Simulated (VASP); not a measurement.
Set up this calculation in VASP 6.6.1, as the native input.

```
Task                   : single point
Functional             : PBE
Potentials or basis    : VASP PAW PBE potentials, release 64 (Si, C)
Cutoff                 : 520 eV
k mesh                 : 9 × 9 × 2
Occupations            : gaussian, width 0.01 eV
Spin                   : no spin polarisation
Dipole correction      : no
Further INCAR settings : ALGO = Normal; EDIFF = 1e-06; NBANDS = 36
```

The structure of SiC lies in POSCAR:

```
SiC
1.0
    3.0637368013      0.0000000000      0.0000000000
   -1.5318684007      2.6532739005      0.0000000000
    0.0000000000      0.0000000000     15.0331607634
Si C
6 6
Direct
    0.3333333333      0.6666666667      0.8329927008
    0.6666666667      0.3333333333      0.3329927008
    0.6666666667      0.3333333333      0.6665012400
    0.3333333333      0.6666666667      0.1665012400
    0.0000000000      0.0000000000      0.4997230253
    0.0000000000      0.0000000000      0.9997230253
    0.0000000000      0.0000000000      0.8743713554
    0.0000000000      0.0000000000      0.3743713554
    0.3333333333      0.6666666667      0.7079991940
    0.6666666667      0.3333333333      0.2079991940
    0.6666666667      0.3333333333      0.5415134846
    0.3333333333      0.6666666667      0.0415134846
```

This cell differs from its parent crystal: volume changed by -3%.

One way to write it, as run:

INCAR

```
  PREC = Accurate
  ENCUT = 520
  EDIFF = 1E-6
  ISMEAR = 0
  SIGMA = 0.01
  LREAL = F
  LASPH = T
  NELM = 60
  ALGO = Normal
  ISIF = 2
  LWAVE = F
  LCHARG = F
  GGA = PE
  NBANDS = 36
```

KPOINTS

```
Automatic mesh
0
Gamma
  9 9 2
```

Potentials or basis: VASP PAW PBE potentials, release 64 (Si, C).

The run is started by

```bash
$ cat potpaw_PBE.64/Si/POTCAR potpaw_PBE.64/C/POTCAR > POTCAR
$ mpirun -np 1 vasp_std > vasp.out
```

Results of the run:

The pressure is 6.8 GPa and the largest force is 0.007 eV/Å. The band gap on the k mesh is 2.11 eV, indirect (least direct gap 3.18 eV).

It took 2.6 min on 1 thread of Intel Xeon 8259CL, with other jobs on the host, peak memory 0.27 GiB.
